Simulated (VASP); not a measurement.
# Rh (Fm-3m) in VASP: notebook, part 2 of 2

VASP 6.6.1. The steps go on from the part before.

**3. Single point, LDA (14.02 Å³/atom)**

This run uses another cell than the first one, of 14.02 Å³/atom.

The input, INCAR:

```
PREC = Accurate
ENCUT = 520
EDIFF = 1E-7
ISMEAR = 0
SIGMA = 0.15
LREAL = F
LASPH = T
NELM = 100
ALGO = Normal
ISIF = 2
LWAVE = F
LCHARG = F
NBANDS = 14
```

The input, KPOINTS:

```
regular mesh
0
Gamma
  22 22 22
```

The input, POSCAR:

```
Rh
1.0
    0.0000000000      1.9138416690      1.9138416690
    1.9138416690      0.0000000000      1.9138416690
    1.9138416690      1.9138416690      0.0000000000
Rh
1
Direct
    0.0000000000      0.0000000000      0.0000000000
```

Potentials or basis: VASP PAW LDA potentials, release 64 (Rh_pv).

Started as:

```sh
> cat potpaw_LDA.64/Rh_pv/POTCAR > POTCAR
> mpirun -np 1 vasp_std > vasp.out
```

OUTCAR:

```text
PREC = Accurate
   ENCUT = 520
   EDIFF = 1E-7
   ISMEAR = 0
   LREAL = F
   LASPH = T
   NELM = 100
   ISIF = 2

 ion  position               nearest neighbor table
   1  0.000  0.000  0.000-

  LATTYP: Found a face centered cubic cell.
 ALAT       =     3.8276833380

  Lattice vectors:

 A1 = (   0.0000000000,   1.9138416690,   1.9138416690)
 A2 = (   1.9138416690,   0.0000000000,   1.9138416690)
 A3 = (   1.9138416690,   1.9138416690,   0.0000000000)

Analysis of symmetry for initial positions (statically):
=====================================================================
 Subroutine PRICEL returns:
 Original cell was already a primitive cell.

 Routine SETGRP: Setting up the symmetry group for a
 face centered cubic supercell.

 Subroutine GETGRP returns: Found 48 space group operations
 (whereof 48 operations were pure point group operations)
 out of a pool of 48 trial point group operations.

The static configuration has the point symmetry O_h .

Analysis of symmetry for dynamics (positions and initial velocities):
=====================================================================
 Subroutine PRICEL returns:
 Original cell was already a primitive cell.

 Routine SETGRP: Setting up the symmetry group for a
 face centered cubic supercell.

 Subroutine GETGRP returns: Found 48 space group operations
 (whereof 48 operations were pure point group operations)
 out of a pool of 48 trial point group operations.

The dynamic configuration has the point symmetry O_h .

 Subroutine INISYM returns: Found 48 space group operations
 (whereof 48 operations are pure point group operations),
 and found     1 'primitive' translations

----------------------------------------------------------------------------------------

                                     Primitive cell

  volume of cell :      14.0200

  direct lattice vectors                    reciprocal lattice vectors
     0.000000000  1.913841669  1.913841669    -0.261254632  0.261254632  0.261254632
     1.913841669  0.000000000  1.913841669     0.261254632 -0.261254632  0.261254632
     1.913841669  1.913841669  0.000000000     0.261254632  0.261254632 -0.261254632

  length of vectors
     2.706580845  2.706580845  2.706580845     0.452506295  0.452506295  0.452506295

  position of ions in fractional coordinates (direct lattice)
     0.000000000  0.000000000  0.000000000

  ion indices of the primitive-cell ions
   primitive index   ion index
                 1           1

----------------------------------------------------------------------------------------

 KPOINTS: regular mesh

Automatic generation of k-mesh.
 Grid dimensions read from file:
 generate k-points for:   22   22   22

 Generating k-lattice:

  Cartesian coordinates                     Fractional coordinates (reciprocal lattice)
    -0.011875211  0.011875211  0.011875211     0.045454545  0.000000000  0.000000000
     0.011875211 -0.011875211  0.011875211     0.000000000  0.045454545  0.000000000
     0.011875211  0.011875211 -0.011875211     0.000000000  0.000000000  0.045454545

  Length of vectors
     0.020568468  0.020568468  0.020568468

  Shift w.r.t. Gamma in fractional coordinates (k-lattice)
     0.000000000  0.000000000  0.000000000

 Subroutine IBZKPT returns following result:
 ===========================================

 Found    328 irreducible k-points:

 Following reciprocal coordinates:
            Coordinates               Weight
  0.000000  0.000000  0.000000      1.000000
  0.045455  0.000000  0.000000      8.000000
  0.090909  0.000000  0.000000      8.000000
  0.136364  0.000000  0.000000      8.000000
  0.181818  0.000000  0.000000      8.000000
  0.227273  0.000000  0.000000      8.000000
[... 16 lines left out ...]
  0.500000  0.045455  0.000000     24.000000
 -0.454545  0.045455  0.000000     24.000000
 [... further k-points ...]
   k-points           NKPTS =    328   k-points in BZ     NKDIM =    328   number of bands    NBANDS=     14
   number of dos      NEDOS =    301   number of ions     NIONS =      1
   total plane-waves  NPLWV =   8000
   dimension x,y,z NGX =    20 NGY =   20 NGZ =   20
   dimension x,y,z NGXF=    40 NGYF=   40 NGZF=   40
   ions per type =               1
   NGX,Y,Z   is equivalent  to a cutoff of  12.28, 12.28, 12.28 a.u.
   NGXF,Y,Z  is equivalent  to a cutoff of  24.57, 24.57, 24.57 a.u.
 SYSTEM =  unknown system
   PREC   = accura    normal or accurate (medium, high low for compatibility)
   ISTART =      0    job   : 0-new  1-cont  2-samecut
   ICHARG =      2    charge: 1-file 2-atom 10-const
   ISPIN  =      1    spin polarized calculation?
   LNONCOLLINEAR =      F non collinear calculations
   LSORBIT =      F    spin-orbit coupling
   LASPH  =      T    aspherical Exc in radial PAW
   ENCUT  =  520.0 eV  38.22 Ry    6.18 a.u.   5.03  5.03  5.03*2*pi/ulx,y,z
   NELM   =    100;   NELMIN=  2; NELMDL= -5     # of ELM steps
   EDIFF  = 0.1E-06   stopping-criterion for ELM
   LREAL  =      F    real-space projection
   EDIFFG = 0.1E-05   stopping-criterion for IOM
   NSW    =      0    number of steps for IOM
   IBRION =     -1    ionic relax: 0-MD 1-quasi-New 2-CG
   NFREE  =      0    steps in history (QN), initial steepest desc. (CG)
   ISIF   =      2    stress and relaxation
   ISYM   =      2    0-nonsym 1-usesym 2-fastsym
   POTIM  = 0.5000    time-step for ionic-motion
   TEBEG  =    0.0;   TEEND  =   0.0 temperature during run
   PSTRESS=    0.0 pullay stress
   NELECT =      15.0000    total number of electrons
   NUPDOWN=      -1.0000    fix difference up-down
   EMIN   =  10.00;   EMAX   =-10.00  energy-range for DOS
   EFERMI =   0.00;   METHOD = LEGACY
   ISMEAR =     0;   SIGMA  =   0.15  broadening in eV -4-tet -1-fermi 0-gaus
   EFERMI_NEDOS =   21; number of points for ismear=-14 and -15
   IALGO  =     38    algorithm
   IMIX   =      4    mixing-type and parameters
     AMIX     =   0.40;   BMIX     =  1.00
     AMIX_MAG =   1.60;   BMIX_MAG =  1.00
  volume/ion in A,a.u.               =      14.02        94.61
  Fermi-wavevector in a.u.,A,eV,Ry     =   1.674387  3.164133 38.144923  2.803573
  Thomas-Fermi vector in A             =   2.759192
   LORBIT       =      0    0 simple, 1 ext, 2 COOP (PROOUT), +10 PAW based schemes
   GGA     = CA    functional components
   LHFCALC =     F    Hartree Fock is set to
   AEXX    =    0.0000 exact exchange contribution
   IVDW    =     0    specifies the selected vdW correction
   LEPSILON=     F    determine dielectric tensor
   LRPA    =     F    only Hartree local field effects (RPA)
 non-spin polarized calculation
 Gauss-broadening in eV      SIGMA  =   0.15
  energy-cutoff  :      520.00
  volume of cell :       14.02
 maximum number of plane-waves:       388
   NGX =  9   NGY =  9   NGZ =  9

 number of electron      15.0000004 magnetization

 Free energy of the ion-electron system (eV)
  ---------------------------------------------------
  ext. energy  EPLUGINS =         0.00000000
  ---------------------------------------------------
  free energy    TOTEN  =        -8.65358627 eV

  energy without entropy =       -8.63813930  energy(sigma->0) =       -8.64586278

 E-fermi :  11.3457     XC(G=0): -14.2280

 val. band max:       11.3433238991   @ k =   0.3182   0.2727   0.0455
 cond. band min:      11.3463564407   @ k =   0.3636   0.0000   0.0000
 fundamental gap:      0.0030325416
 Fermi energy:        11.3456979561

 k-point     1 :       0.0000    0.0000    0.0000
  band No.  band energies     occupation
      1     -34.7836      2.00000
      2     -34.7836      2.00000
      3     -34.7836      2.00000
      4       3.4639      2.00000
      5       8.3313      2.00000
      6       8.3313      2.00000
      7       8.3313      2.00000
      8      10.3929      2.00000
      9      10.3929      2.00000
     10      27.3151      0.00000
     11      31.7483      0.00000
     12      32.6076      0.00000
     13      32.6076      0.00000
     14      32.6076      0.00000
[... 375 lines left out ...]
 k-point    24 :      -0.4545    0.0455    0.0000
  band No.  band energies     occupation
      1     -35.4699      2.00000
      2     -34.8912      2.00000
      3     -34.8805      2.00000
      4       5.4097      2.00000
      5       8.2309      2.00000
      6       8.3272      2.00000
      7      11.0986      1.98016
      8      11.8182      0.00001
      9      12.8023      0.00000
     10      19.9080      0.00000
     11      26.9638      0.00000
     12      31.7464      0.00000
     13      31.9837      0.00000
     14      32.4376      0.00000

 [... further k-points ...]
[... 5 lines left out ...]
  --------------------------------------------------------------------------------------
  -------------------------------------------------------------------------------------
  Total       -1.3285680     -1.3285680     -1.3285680      0.0000000      0.0000000      0.0000000
  in kB     -151.8260716   -151.8260716   -151.8260716      0.0000000      0.0000000      0.0000000
  external PRESSURE =    -151.8260716 kB  Pullay stress =       0.0000000 kB

 VOLUME and BASIS-vectors are now :
 -----------------------------------------------------------------------------
  energy-cutoff  :      520.00
  volume of cell :       14.02
      direct lattice vectors                 reciprocal lattice vectors
     0.000000000  1.913841669  1.913841669    -0.261254632  0.261254632  0.261254632
     1.913841669  0.000000000  1.913841669     0.261254632 -0.261254632  0.261254632
     1.913841669  1.913841669  0.000000000     0.261254632  0.261254632 -0.261254632

 POSITION                                       TOTAL-FORCE (eV/Angst)
 -----------------------------------------------------------------------------------
      0.00000      0.00000      0.00000        -0.000000      0.000000      0.000000
 -----------------------------------------------------------------------------------
    total drift:                                0.000000      0.000000      0.000000

  FREE ENERGIE OF THE ION-ELECTRON SYSTEM (eV)
  ---------------------------------------------------
  free  energy   TOTEN  =        -8.6535862660 eV

  energy  without entropy=       -8.6381392961  energy(sigma->0) =       -8.64586278
```

stdout:

```text
POSCAR found type information on POSCAR Rh
 POSCAR found :  1 types and       1 ions
 scaLAPACK will be used
 LDA part: xc-table for (Slater(with rela. corr.)+CA(PZ))
 , standard interpolation
 POSCAR, INCAR and KPOINTS ok, starting setup
 FFT: planning ... GRIDC
 FFT: planning ... GRID_SOFT
 FFT: planning ... GRID
 WAVECAR not read
 entering main loop
```

Run time: 20 s. Hardware: 1 thread of Intel Xeon 6975P-C (Granite Rapids), shared host; peak memory 0.16 GiB.

What came out:

- Free energy: -8.6536 eV
- Pressure: -15.2 GPa
- Band gap on the k mesh: zero (an odd number of electrons rules out a gap without spin polarisation)

Caveat: the cell stands under tension.
